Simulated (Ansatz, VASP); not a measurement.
**Two plane-wave programs on CdS**

```xyz
4
Lattice="4.1348 0.0000 0.0000 -2.0674 3.5808 0.0000 0.0000 0.0000 6.7490" Properties=species:S:1:pos:R:3 pbc="T T T"
Cd    0.0000    2.3872    0.0000
Cd    2.0674    1.1936    3.3745
S     0.0000    2.1872    2.7984
S     2.0674    1.1936    5.9729
```

Alike in both runs: task single point; functional PBE; k mesh 12 × 12 × 4; occupations gaussian, width 0.05 eV; no spin polarisation.

```csv
,VASP,Ansatz
version,VASP 6.6.1,Ansatz 0.2.0
potentials or method,"VASP PAW PBE potentials, release 64 (Cd, S), cutoff 520 eV","scalar-relativistic, plane waves, PAW"
valence electrons in the cell,36,52
```

|  | VASP | Ansatz | Ansatz less VASP |
| --- | --- | --- | --- |
| gap on the k mesh at the Fermi level (eV) | 1.20 | 1.19 | -0.008 |
| least direct gap on the mesh (eV) | 1.20 | 1.19 | -0.008 |
| pressure (GPa) | 4.2 | 3.8 | -0.39 |
| traceless stress, the component that is largest in VASP (GPa) | 4.87 | 4.70 | -0.167 |
| rms of the force components (eV/Å) | 0.667 | 0.649 | -0.0175 |

Atom by atom the forces differ by 0.018 eV/Å (rms over components). VASP's potentials hold 36 valence electrons a cell and Ansatz's 52, so a difference there can come from the potentials and not from the codes.
